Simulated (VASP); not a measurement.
Wanted: the native input for a VASP 6.6.1 run.

- Task: single point
- Functional: PBE
- Potentials or basis: VASP PAW PBE potentials, release 64 (Mg, Cd, Se)
- Cutoff: 520 eV
- k mesh: 4 × 4 × 2
- Occupations: gaussian, width 0.1 eV
- Spin: no spin polarisation
- Dipole correction: no
- Further INCAR settings: ALGO = Normal; EDIFF = 1e-07; NBANDS = 31

The structure of Mg3CdSe4 lies in POSCAR:

```
Mg3CdSe4
1.0
    4.0509000600      0.0000000000      0.0000000000
    0.0000000000      4.0509000600      0.0000000000
    0.0000000000      0.0000000000     11.4576756100
Mg Cd Se
3 1 4
Direct
    0.0000000000      0.0000000000      0.7500000000
    0.0000000000      0.0000000000      0.2500000000
    0.5000000000      0.5000000000      0.5000000000
    0.5000000000      0.5000000000      0.0000000000
    0.0000000000      0.0000000000      0.0000000000
    0.5000000000      0.5000000000      0.2500000000
    0.0000000000      0.0000000000      0.5000000000
    0.5000000000      0.5000000000      0.7500000000
```

These files were run (other wordings do the same):

INCAR

```
SYSTEM = Mg3CdSe4
PREC     = Accurate       ! precision mode
ENCUT    = 520            ! plane-wave cutoff, eV
EDIFF    = 1E-7           ! SCF threshold, eV
ISMEAR   = 0              ! smearing method
SIGMA    = 0.1            ! smearing width, eV
LREAL    = .FALSE.        ! projectors in reciprocal space
LASPH    = .TRUE.         ! aspherical terms in the spheres
NELM     = 80             ! most SCF steps
ALGO     = Normal         ! electronic algorithm
ISIF     = 2              ! what is computed and relaxed
LWAVE    = .FALSE.        ! write WAVECAR
LCHARG   = .FALSE.        ! write CHGCAR
GGA      = PE             ! functional
NBANDS   = 31             ! bands
```

KPOINTS

```
Automatic mesh
0
G
  4 4 2
  0 0 0
```

Potentials or basis: VASP PAW PBE potentials, release 64 (Mg, Cd, Se).

Run with:

```sh
$ cat potpaw_PBE.64/Mg/POTCAR potpaw_PBE.64/Cd/POTCAR potpaw_PBE.64/Se/POTCAR > POTCAR
$ mpirun -np 1 vasp_std > vasp.out
```

It gave:

```
Pressure               : -4.0 GPa
Largest force          : 0.277 eV/Å
Band gap on the k mesh : 0.39 eV (least direct gap 0.86 eV)
```

Caveat: the cell stands under tension.

Run time: 110 s on 1 thread of Intel(R) Xeon(R) Platinum 8488C (Sapphire Rapids), with other jobs on the host, peak memory 0.3 GiB.
